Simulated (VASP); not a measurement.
Write the native input for VASP 6.6.1 that does the following.

* Task: single point
* Functional: PBE
* Potentials or basis: VASP PAW PBE potentials, release 64 (Mg, Cl, Li_sv)
* Cutoff: 520 eV
* k mesh: 1 × 1 × 1
* Occupations: fermi-dirac, width 0.05 eV
* Spin: no spin polarisation
* Dipole correction: no
* Further INCAR settings: LREAL = Auto; ALGO = Normal; EDIFF = 1e-06; NBANDS = 77; ISYM = 0

The structure of Li4Mg5Cl14 lies in POSCAR:

```
Li4Mg5Cl14
1.0
    8.3069090000     -0.1152490000     -0.0233070000
   -0.1152490000      8.4640910000      0.3031410000
   -0.0233070000      0.3031410000      8.2260140000
Mg Cl Li
5 14 4
Direct
    0.4026546323      0.6629279679      0.6336981708
    0.1100897674      0.2255472796      0.5032213943
    0.8784193020      0.7867020577      0.6506877657
    0.6913846853      0.9486254338      0.9831609623
    0.4078591324      0.5436692555      0.1308345124
    0.3824865587      0.2198000204      0.5123913254
    0.6321584840      0.2103730641      0.0438372724
    0.2109458474      0.3148637438      0.1464464326
    0.9511753219      0.9580542295      0.1011305750
    0.4614570812      0.4769279998      0.8326471058
    0.1770976117      0.7394693039      0.7695390683
    0.8753381521      0.3232062314      0.3771046884
    0.0536323349      0.2179083650      0.7878836638
    0.2657598437      0.6130968908      0.3682599203
    1.0282470860      0.9544396608      0.4764558584
    0.6629231127      0.6372910967      0.4990693778
    0.6358188492      0.9501457949      0.7028775885
    0.8426696978      0.6259222663      0.9017711860
    0.4326274912      0.8301892990      0.0722406787
    0.6550466031      0.2344149532      0.5555169719
    0.9264338069      0.3020012928      0.0625984126
    0.3427460950      0.2187431349      0.9221990591
    0.0547053523      0.7453129809      0.9956153850
```

These files were run (other wordings do the same):

INCAR

```
SYSTEM = Li4Mg5Cl14
PREC     = Accurate       ! precision mode
ENCUT    = 520            ! plane-wave cutoff, eV
EDIFF    = 1E-6           ! SCF threshold, eV
ISMEAR   = -1             ! smearing method
SIGMA    = 0.05           ! smearing width, eV
LREAL    = Auto         
LASPH    = .TRUE.         ! aspherical terms in the spheres
NELM     = 80             ! most SCF steps
ALGO     = Normal         ! electronic algorithm
ISIF     = 2              ! what is computed and relaxed
LWAVE    = .FALSE.        ! write WAVECAR
LCHARG   = .FALSE.        ! write CHGCAR
GGA      = PE             ! functional
NBANDS   = 77             ! bands
ISYM     = 0
```

KPOINTS

```
regular mesh
0
G
  1 1 1
  0 0 0
```

Potentials or basis: VASP PAW PBE potentials, release 64 (Mg, Cl, Li_sv).

Launch:

```console
$ cat potpaw_PBE.64/Mg/POTCAR potpaw_PBE.64/Cl/POTCAR potpaw_PBE.64/Li_sv/POTCAR > POTCAR
$ mpirun -np 1 vasp_gam > vasp.out
```

It gave:

```yaml
Largest_force: 1.386 eV/Å
Band_gap_on_the_k_mesh: 3.72 eV
```

Caveat: the k points lie up to 0.77 Å⁻¹ apart.

Wall time 48 s on 1 thread of Intel(R) Xeon(R) Platinum 8559C (Emerald Rapids) (shared host), peak memory 0.52 GiB.
